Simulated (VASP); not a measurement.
Input of a VASP 6.6.1 run:

The input INCAR:

```
ALGO = Fast
EDIFF = 1E-6
ENCUT = 520
GGA = PS
ISIF = 2
ISMEAR = 0
LASPH = T
LCHARG = T
LELF = T
LREAL = F
LVHAR = T
LWAVE = F
NBANDS = 13
NELM = 100
PREC = Accurate
SIGMA = 0.15
```

Contents of KPOINTS:

```
k-points
0
Gamma
  26 26 26
```

The input POSCAR:

```
W
1.0
   -1.5771801398      1.5791516150      1.5791516150
    1.5771801398     -1.5752086646      1.5752086646
    1.5771801398      1.5752086646     -1.5752086646
W
1
Direct
    0.0000000000      0.0000000000      0.0000000000
```

Potentials or basis: VASP PAW PBE potentials, release 64 (W_sv).

Launch:

```sh
$ cat potpaw_PBE.64/W_sv/POTCAR > POTCAR
$ mpirun -np 1 vasp_std > vasp.out
```

(1) Predict the band gap on the k mesh.

(2) What does it give for the pressure?

## Answers

(1) zero (bands 7 and 8 overlap by 6.45 eV).

(2) 0.5 GPa.

Caveat: the cell differs from its parent crystal (strain +0.0025 x Voigt [0, 0, 0, 1, 0, 0]); the PAW data sets were made with another functional, which shifts forces and pressure a little; spin-orbit coupling is left out, which moves the levels of the heavy elements.
